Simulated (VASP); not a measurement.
Write the native input for VASP 6.6.1 that does the following.

```
Task                   : single point
Functional             : PBEsol
Potentials or basis    : VASP PAW PBE potentials, release 64 (Ti_sv, O)
Cutoff                 : 520 eV
k mesh                 : 12 × 12 × 4
Occupations            : gaussian, width 0.1 eV
Spin                   : no spin polarisation
Dipole correction      : no
Further INCAR settings : ALGO = Normal; EDIFF = 1e-06; NBANDS = 39
```

The structure of Ti2O lies in POSCAR:

```
Ti2O
1.0
    2.8864900382      0.0000000000      0.0000000000
   -1.4432450191      2.4997737008      0.0000000000
    0.0000000000      0.0000000000      9.9494643382
Ti O
4 2
Direct
    0.6666666667      0.3333333333      0.8881851045
    0.3333333333      0.6666666667      0.3881851045
    0.6666666667      0.3333333333      0.6118148955
    0.3333333333      0.6666666667      0.1118148955
    0.0000000000      0.0000000000      0.7500000000
    0.0000000000      0.0000000000      0.2500000000
```

One way to write it, as run:

INCAR

```
  PREC = Accurate
  ENCUT = 520
  EDIFF = 1E-6
  ISMEAR = 0
  SIGMA = 0.1
  LREAL = False
  LASPH = True
  NELM = 60
  ALGO = Normal
  ISIF = 2
  LWAVE = False
  LCHARG = False
  GGA = PS
  NBANDS = 39
```

KPOINTS

```
regular mesh
0
Gamma
  12 12 4
```

Potentials or basis: VASP PAW PBE potentials, release 64 (Ti_sv, O).

Run with:

```sh
$ cat potpaw_PBE.64/Ti_sv/POTCAR potpaw_PBE.64/O/POTCAR > POTCAR
$ mpirun -np 1 vasp_std > vasp.out
```

Results of the run:

```json
{
 "Pressure": "0.2 GPa",
 "Largest force": "0.039 eV/Å",
 "Band gap on the k mesh": "zero (bands 30 and 31 overlap by 1.10 eV)"
}
```

Caveat: the PAW data sets were made with another functional, which shifts forces and pressure a little.

It took 73 s on 1 thread of Intel(R) Xeon(R) 6975P-C (Granite Rapids), with other jobs on the host, peak memory 0.27 GiB.
